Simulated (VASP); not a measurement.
A run of VASP 6.6.1:

Contents of INCAR:

```
SYSTEM = TlSnCl3
PREC = Accurate
ENCUT = 520
EDIFF = 1E-7
ISMEAR = -1
SIGMA = 0.02
LREAL = .FALSE.
LASPH = .TRUE.
NELM = 80
ALGO = Normal
ISIF = 2
LWAVE = .FALSE.
LCHARG = .FALSE.
GGA = PE
NBANDS = 32
```

Contents of KPOINTS:

```
regular mesh
0
G
  6 6 6
  0 0 0
```

Contents of POSCAR:

```
TlSnCl3
1.0
    5.5173601512      0.0000000000      0.0000000000
    0.0000000000      5.5173601512      0.0000000000
    0.0000000000      0.0000000000      5.5173601512
Tl Sn Cl
1 1 3
Direct
    0.0000000000      0.0000000000      0.0000000000
    0.5000000000      0.5000000000      0.5000000000
    0.5000000000      0.5000000000      0.0000000000
    0.5000000000      0.0000000000      0.5000000000
    0.0000000000      0.5000000000      0.5000000000
```

Potentials or basis: VASP PAW PBE potentials, release 64 (Tl_d, Sn_d, Cl).

Command:

```sh
$ cat potpaw_PBE.64/Tl_d/POTCAR potpaw_PBE.64/Sn_d/POTCAR potpaw_PBE.64/Cl/POTCAR > POTCAR
$ mpirun -np 1 vasp_std > vasp.out
```

Hardware: 1 thread of Intel Xeon 8259CL, with other jobs on the host.

**Question.** How long does it take, and how much memory?

**Answer.** Run time: 3 min on 1 thread of Intel Xeon 8259CL, on a shared host, peak memory 0.32 GiB. Counts: scf iterations 16, k points 20.
